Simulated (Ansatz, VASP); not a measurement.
# LiF in VASP and in Ansatz

INCAR

```
SYSTEM = LiF
PREC = Accurate
ENCUT = 520
EDIFF = 1E-6
ISMEAR = 0
SIGMA = 0.05
LREAL = .FALSE.
LASPH = .TRUE.
NELM = 100
ALGO = Normal
ISIF = 2
LWAVE = .FALSE.
LCHARG = .FALSE.
GGA = PE
NBANDS = 12
```

KPOINTS

```
Automatic mesh
0
G
  14 14 14
  0 0 0
```

File POSCAR:

```
LiF
1.0
    0.0000000000      2.0607887239      2.0607887239
    2.0607887239      0.0000000000      2.0607887239
    2.0607887239      2.0607887239      0.0000000000
Li F
1 1
Direct
    0.0000000000      0.0000000000      0.0000000000
    0.5000000000      0.5000000000      0.5000000000
```

Input for Ansatz:

```yaml
crystal:
  lattice:
    - [0.0, 2.0607887239, 2.0607887239]
    - [2.0607887239, 0.0, 2.0607887239]
    - [2.0607887239, 2.0607887239, 0.0]
  atoms:
    - { symbol: Li, position: [0.0, 0.0, 0.0] }
    - { symbol: F, position: [0.5, 0.5, 0.5] }
basis:
  ecutwfc: 420
  ecutrho_ratio: 4
kpoints:
  mp_grid: { grid: [14, 14, 14] }
hamiltonian:
  xc: pbe
scf:
  occupations: { method: gaussian, width: 0.05 }
output:
  forces: true
  stress: true
  eigenvalues: true
  write_density: true
  write_potential: true
  elf: true
  volumetric_format: npy
```

Alike in both runs: task single point; functional PBE; k mesh 14 × 14 × 14; occupations gaussian, width 0.05 eV; no spin polarisation.

|  | VASP | Ansatz |
| --- | --- | --- |
| version | VASP 6.6.1 | Ansatz 0.2.0 |
| potentials or method | VASP PAW PBE potentials, release 64 (Li_sv, F), cutoff 520 eV | scalar-relativistic, plane waves, PAW |
| valence electrons in the cell | 10 | 10 |

```csv
,VASP,Ansatz,Ansatz less VASP
gap on the k mesh at the Fermi level (eV),8.50,8.50,0.000
least direct gap on the mesh (eV),8.50,8.50,0.000
```

With one functional, cell and mesh, what is left measures potentials, basis and numerics.

Noted on VASP's run: the cutoff is short for stress, so the pressure is rough.
